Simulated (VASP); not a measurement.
# KI in VASP: settings compared

Aim: see how the results for KI move with the level of theory and the settings. Levels: PBEsol, PBE, LDA. Tasks: single point.

Everything below comes from runs of VASP 6.6.1. Logs are shortened: lines on timing, memory, paths and dates and some standing lists are left out, and cuts for length are marked.

**1. The cell of the first run**

Symmetry: I4mm, No. 107, tetragonal system. The conventional cell has a = 5.010 Å, b = 5.010 Å, c = 7.085 Å, α = 90.00°, β = 90.00°, γ = 90.00°. K (site symmetry 4mm) has 6 I at 3.49 to 3.59 Å within 4.6 Å. Within 4.6 Å of I (site symmetry 4mm) lie 6 K at 3.49 to 3.59 Å.

**2. Single point, PBEsol**

INCAR

```
ALGO = Normal
EDIFF = 1E-6
ENCUT = 500
GGA = PS
GGA_COMPAT = F
ISIF = 2
ISMEAR = 0
LASPH = T
LCHARG = T
LELF = T
LREAL = F
LVHAR = T
LWAVE = F
NBANDS = 15
NELECT = 16.1
NELM = 120
PREC = Accurate
SIGMA = 0.1
```

KPOINTS

```
k-points
0
Gamma
  1 1 1
```

POSCAR

```
KI
1.0
    0.0000000000      3.5424356157      3.5424356157
    3.5424356157      0.0000000000      3.5424356157
    3.5424356157      3.5424356157      0.0000000000
K I
1 1
Direct
    0.0070572913      0.0070572913     -0.0070572913
    0.5000000000      0.5000000000      0.5000000000
```

Potentials or basis: VASP PAW PBE potentials, release 64 (K_sv, I).

Started as:

```
> cat potpaw_PBE.64/K_sv/POTCAR potpaw_PBE.64/I/POTCAR > POTCAR
> mpirun -np 1 vasp_gam > vasp.out
```

OUTCAR:

```text
EDIFF = 1E-6
   ENCUT = 500
   GGA = PS
   ISIF = 2
   ISMEAR = 0
   LASPH = T
   LREAL = F
   NELECT = 16.1
   NELM = 120
   PREC = Accurate

 ion  position               nearest neighbor table
   1  0.007  0.007  0.993-   2 3.49   2 3.54   2 3.54   2 3.54   2 3.54   2 3.59
   2  0.500  0.500  0.500-   1 3.49   1 3.54   1 3.54   1 3.54   1 3.54   1 3.59

  LATTYP: Found a face centered cubic cell.
 ALAT       =     7.0848712314

  Lattice vectors:

 A1 = (   0.0000000000,   3.5424356157,   3.5424356157)
 A2 = (   3.5424356157,   0.0000000000,   3.5424356157)
 A3 = (   3.5424356157,   3.5424356157,   0.0000000000)

Analysis of symmetry for initial positions (statically):
=====================================================================
 Subroutine PRICEL returns:
 Original cell was already a primitive cell.

 Routine SETGRP: Setting up the symmetry group for a
 face centered cubic supercell.

 Subroutine GETGRP returns: Found  8 space group operations
 (whereof  8 operations were pure point group operations)
 out of a pool of 48 trial point group operations.

The static configuration has the point symmetry C_4v.

Analysis of symmetry for dynamics (positions and initial velocities):
=====================================================================
 Subroutine PRICEL returns:
 Original cell was already a primitive cell.

 Routine SETGRP: Setting up the symmetry group for a
 face centered cubic supercell.

 Subroutine GETGRP returns: Found  8 space group operations
 (whereof  8 operations were pure point group operations)
 out of a pool of 48 trial point group operations.

The dynamic configuration has the point symmetry C_4v.

 Subroutine INISYM returns: Found  8 space group operations
 (whereof  8 operations are pure point group operations),
 and found     1 'primitive' translations

----------------------------------------------------------------------------------------

                                     Primitive cell

  volume of cell :      88.9070

  direct lattice vectors                    reciprocal lattice vectors
     0.000000000  3.542435616  3.542435616    -0.141145826  0.141145826  0.141145826
     3.542435616  0.000000000  3.542435616     0.141145826 -0.141145826  0.141145826
     3.542435616  3.542435616  0.000000000     0.141145826  0.141145826 -0.141145826

  length of vectors
     5.009760492  5.009760492  5.009760492     0.244471741  0.244471741  0.244471741

  position of ions in fractional coordinates (direct lattice)
     0.007057291  0.007057291  0.992942709
     0.500000000  0.500000000  0.500000000

  ion indices of the primitive-cell ions
   primitive index   ion index
                 1           1
                 2           2

----------------------------------------------------------------------------------------

 KPOINTS: k-points

Automatic generation of k-mesh.
 Grid dimensions read from file:
 generate k-points for:    1    1    1

 Generating k-lattice:

  Cartesian coordinates                     Fractional coordinates (reciprocal lattice)
    -0.141145826  0.141145826  0.141145826     1.000000000  0.000000000  0.000000000
     0.141145826 -0.141145826  0.141145826     0.000000000  1.000000000  0.000000000
     0.141145826  0.141145826 -0.141145826     0.000000000  0.000000000  1.000000000

  Length of vectors
     0.244471741  0.244471741  0.244471741

  Shift w.r.t. Gamma in fractional coordinates (k-lattice)
     0.000000000  0.000000000  0.000000000

 Subroutine IBZKPT returns following result:
 ===========================================

 Found      1 irreducible k-points:

 Following reciprocal coordinates:
            Coordinates               Weight
  0.000000  0.000000  0.000000      1.000000
   k-points           NKPTS =      1   k-points in BZ     NKDIM =      1   number of bands    NBANDS=     15
   number of dos      NEDOS =    301   number of ions     NIONS =      2
   total plane-waves  NPLWV =  64000
   dimension x,y,z NGX =    40 NGY =   40 NGZ =   40
   dimension x,y,z NGXF=    80 NGYF=   80 NGZF=   80
   ions per type =               1   1
   NGX,Y,Z   is equivalent  to a cutoff of  13.27, 13.27, 13.27 a.u.
   NGXF,Y,Z  is equivalent  to a cutoff of  26.55, 26.55, 26.55 a.u.
 SYSTEM =  unknown system
   PREC   = accura    normal or accurate (medium, high low for compatibility)
   ISTART =      0    job   : 0-new  1-cont  2-samecut
   ICHARG =      2    charge: 1-file 2-atom 10-const
   ISPIN  =      1    spin polarized calculation?
   LNONCOLLINEAR =      F non collinear calculations
   LSORBIT =      F    spin-orbit coupling
   LASPH  =      T    aspherical Exc in radial PAW
   ENCUT  =  500.0 eV  36.75 Ry    6.06 a.u.   9.13  9.13  9.13*2*pi/ulx,y,z
   NELM   =    120;   NELMIN=  2; NELMDL= -5     # of ELM steps
   EDIFF  = 0.1E-05   stopping-criterion for ELM
   LREAL  =      F    real-space projection
   EDIFFG = 0.1E-04   stopping-criterion for IOM
   NSW    =      0    number of steps for IOM
   IBRION =     -1    ionic relax: 0-MD 1-quasi-New 2-CG
   NFREE  =      0    steps in history (QN), initial steepest desc. (CG)
   ISIF   =      2    stress and relaxation
   ISYM   =      2    0-nonsym 1-usesym 2-fastsym
   POTIM  = 0.5000    time-step for ionic-motion
   TEBEG  =    0.0;   TEEND  =   0.0 temperature during run
   PSTRESS=    0.0 pullay stress
   NELECT =      16.1000    total number of electrons
   NUPDOWN=      -1.0000    fix difference up-down
   EMIN   =  10.00;   EMAX   =-10.00  energy-range for DOS
   EFERMI =   0.00;   METHOD = LEGACY
   ISMEAR =     0;   SIGMA  =   0.10  broadening in eV -4-tet -1-fermi 0-gaus
   EFERMI_NEDOS =   21; number of points for ismear=-14 and -15
   IALGO  =     38    algorithm
   IMIX   =      4    mixing-type and parameters
     AMIX     =   0.40;   BMIX     =  1.00
     AMIX_MAG =   1.60;   BMIX_MAG =  1.00
  volume/ion in A,a.u.               =      44.45       299.99
  Fermi-wavevector in a.u.,A,eV,Ry     =   0.926200  1.750264 11.671712  0.857847
  Thomas-Fermi vector in A             =   2.052137
   LORBIT       =      0    0 simple, 1 ext, 2 COOP (PROOUT), +10 PAW based schemes
   GGA     = PS    functional components
   LHFCALC =     F    Hartree Fock is set to
   AEXX    =    0.0000 exact exchange contribution
   IVDW    =     0    specifies the selected vdW correction
   LEPSILON=     F    determine dielectric tensor
   LRPA    =     F    only Hartree local field effects (RPA)
 non-spin polarized calculation
 Gauss-broadening in eV      SIGMA  =   0.10
  energy-cutoff  :      500.00
  volume of cell :       88.91
 maximum number of plane-waves:      1115
 NGX is ok and might be reduce to    40
   NGX = 19   NGY = 19   NGZ = 19

 number of electron      16.1000000 magnetization

 Free energy of the ion-electron system (eV)
  ---------------------------------------------------
  ext. energy  EPLUGINS =         0.00000000
  ---------------------------------------------------
  free energy    TOTEN  =        -1.95712006 eV

  energy without entropy =       -1.94253448  energy(sigma->0) =       -1.94982727

 E-fermi :   3.6459     XC(G=0):  -6.9095

 val. band max:        0.4229435471   @ k =   0.0000   0.0000   0.0000
 cond. band min:       3.7622113947   @ k =   0.0000   0.0000   0.0000
 fundamental gap:      3.3392678477
 Fermi energy:         3.6459026794

 k-point     1 :       0.0000    0.0000    0.0000
  band No.  band energies     occupation
      1     -29.3636      2.00000
      2     -12.8948      2.00000
      3     -12.8948      2.00000
      4     -12.8947      2.00000
      5      -9.8236      2.00000
      6       0.4227      2.00000
      7       0.4229      2.00000
      8       0.4229      2.00000
      9       3.7622      0.10000
     10       6.1289      0.00000
     11       6.1296      0.00000
     12       6.1296      0.00000
     13       6.7175      0.00000
     14       6.7215      0.00000
     15       9.5426      0.00000

------------------------ aborting loop because EDIFF is reached ----------------------------------------

  FORCE on cell =-STRESS in cart. coord.  units (eV):
  Direction    XX          YY          ZZ          XY          YZ          ZX
  --------------------------------------------------------------------------------------
  -------------------------------------------------------------------------------------
  Total        6.8308981      6.8308981      6.8547178      0.0000000      0.0000000     -0.0000000
  in kB      123.0984258    123.0984258    123.5276752      0.0000000      0.0000000     -0.0000000
  external PRESSURE =     123.2415089 kB  Pullay stress =       0.0000000 kB

 VOLUME and BASIS-vectors are now :
 -----------------------------------------------------------------------------
  energy-cutoff  :      500.00
  volume of cell :       88.91
      direct lattice vectors                 reciprocal lattice vectors
     0.000000000  3.542435616  3.542435616    -0.141145826  0.141145826  0.141145826
     3.542435616  0.000000000  3.542435616     0.141145826 -0.141145826  0.141145826
     3.542435616  3.542435616  0.000000000     0.141145826  0.141145826 -0.141145826

 POSITION                                       TOTAL-FORCE (eV/Angst)
 -----------------------------------------------------------------------------------
      3.54244      3.54244      0.05000         0.000000      0.000000      0.125411
      3.54244      3.54244      3.54244         0.000000      0.000000     -0.125411
 -----------------------------------------------------------------------------------
    total drift:                               -0.000000     -0.000000     -0.000112

  FREE ENERGIE OF THE ION-ELECTRON SYSTEM (eV)
  ---------------------------------------------------
  free  energy   TOTEN  =        -1.9571200611 eV

  energy  without entropy=       -1.9425344789  energy(sigma->0) =       -1.94982727
```

It took 6.5 s on 1 thread of Intel Xeon Platinum 8488C (Sapphire Rapids), shared host; peak memory 0.22 GiB.

Results:

* Free energy: -1.9571 eV
* Largest force: 0.125 eV/Å

Forces on the atoms (eV/Å):
```
K    0.000  0.000  0.125
I    0.000  0.000 -0.125
```

Caveat: the k points lie up to 1.54 Å⁻¹ apart; the cell carries a net charge on a neutralising background, which shifts energy and pressure; the cell is charged against a uniform background, so pressure and absolute levels hang on convention; the PAW data sets were made with another functional, which shifts forces and pressure a little; spin-orbit coupling is left out, which moves the levels of the heavy elements.

**3. Single point, PBE**

INCAR

```
  PREC = Accurate
  ENCUT = 500
  EDIFF = 1E-6
  ISMEAR = 0
  SIGMA = 0.1
  LREAL = F
  LASPH = T
  NELM = 120
  ALGO = Normal
  ISIF = 2
  LWAVE = F
  LCHARG = T
  GGA = PE
  LELF = T
  LVHAR = T
  NBANDS = 15
  GGA_COMPAT = F
```

KPOINTS

```
regular mesh
0
Gamma
  1 1 1
```

POSCAR, as its differences from that of step 2:

```diff
@@ -8,3 +8,3 @@
 Direct
-    0.0070572913      0.0070572913     -0.0070572913
+    0.0000000000      0.0000000000      0.0000000000
     0.5000000000      0.5000000000      0.5000000000
```

Potentials or basis: VASP PAW PBE potentials, release 64 (K_sv, I).

Started as:

```
> cat potpaw_PBE.64/K_sv/POTCAR potpaw_PBE.64/I/POTCAR > POTCAR
> mpirun -np 1 vasp_gam > vasp.out
```

Run time: 6.3 s. Hardware: 1 thread of Intel Xeon Platinum 8488C (Sapphire Rapids), shared host; peak memory 0.22 GiB.

The run converged. Its results:

- Free energy: -2.1002 eV
- Pressure: 11.3 GPa
- Band gap on the k mesh: 3.25 eV

Levels at points of the mesh, in eV from the valence-band top:
```
           k point  band 5  band 6  band 7  band 8  band 9  band 10  band 11  band 12
(0.00, 0.00, 0.00)  -10.23    0.00    0.00    0.00    3.25     5.64     5.64     5.64
```

Caveat: the k points lie up to 1.54 Å⁻¹ apart; spin-orbit coupling is left out, which moves the levels of the heavy elements. A k mesh can miss the band edges.

**4. Single point, LDA, collinear spin, ferromagnetic start**

INCAR

```
SYSTEM = KI
PREC     = Accurate       ! precision mode
ENCUT    = 500            ! plane-wave cutoff, eV
EDIFF    = 1E-6           ! SCF threshold, eV
ISMEAR   = 0              ! smearing method
SIGMA    = 0.1            ! smearing width, eV
LREAL    = .False.        ! projectors in reciprocal space
LASPH    = .True.         ! aspherical terms in the spheres
NELM     = 200            ! most SCF steps
ALGO     = Normal         ! electronic algorithm
ISIF     = 2              ! what is computed and relaxed
LWAVE    = .False.        ! write WAVECAR
LCHARG   = .True.         ! write CHGCAR
ISPIN    = 2              ! spin polarisation
MAGMOM   = 0 2            ! initial moments
LORBIT   = 11             ! projections on sites
GGA      = CA             ! functional
LELF     = .True.         ! ELF
LVHAR    = .True.       
NBANDS   = 19             ! bands
GGA_COMPAT= .False.
```

KPOINTS

```
regular mesh
0
Gamma
  1 1 1
  0 0 0
```

POSCAR is that of step 3.

Potentials or basis: VASP PAW LDA potentials, release 64 (K_sv, I).

Started as:

```
> cat potpaw_LDA.64/K_sv/POTCAR potpaw_LDA.64/I/POTCAR > POTCAR
> mpirun -np 1 vasp_gam > vasp.out
```

Run time: 8.2 s. Hardware: 1 thread of Intel Xeon Platinum 8488C (Sapphire Rapids), shared host; peak memory 0.2 GiB.

Results (log left out):

| Item | Value |
| --- | --- |
| Free energy | -2.4208 eV |
| Pressure | 10.2 GPa |
| Band gap on the k mesh | 2.99 eV |
| Net moment | 0.00 μB per cell |
| Valence electrons inside the program's atomic spheres | K 7.52; I 4.57 |

Levels at points of the mesh, in eV from the valence-band top:
Spin up:
```tsv
k point	band 5	band 6	band 7	band 8	band 9	band 10	band 11	band 12
(0.00, 0.00, 0.00)	-10.28	0.00	0.00	0.00	2.99	5.42	5.42	5.42
```
Spin down:
```tsv
k point	band 4	band 5	band 6	band 7	band 8	band 9	band 10	band 11	band 12	band 13
(0.00, 0.00, 0.00)	-13.39	-10.28	0.00	0.00	0.00	2.99	5.42	5.42	5.42	6.08
```

Caveat: the k points lie up to 1.54 Å⁻¹ apart; spin-orbit coupling is left out, which moves the levels of the heavy elements. As with any semilocal functional, this LDA gap is likely too small.
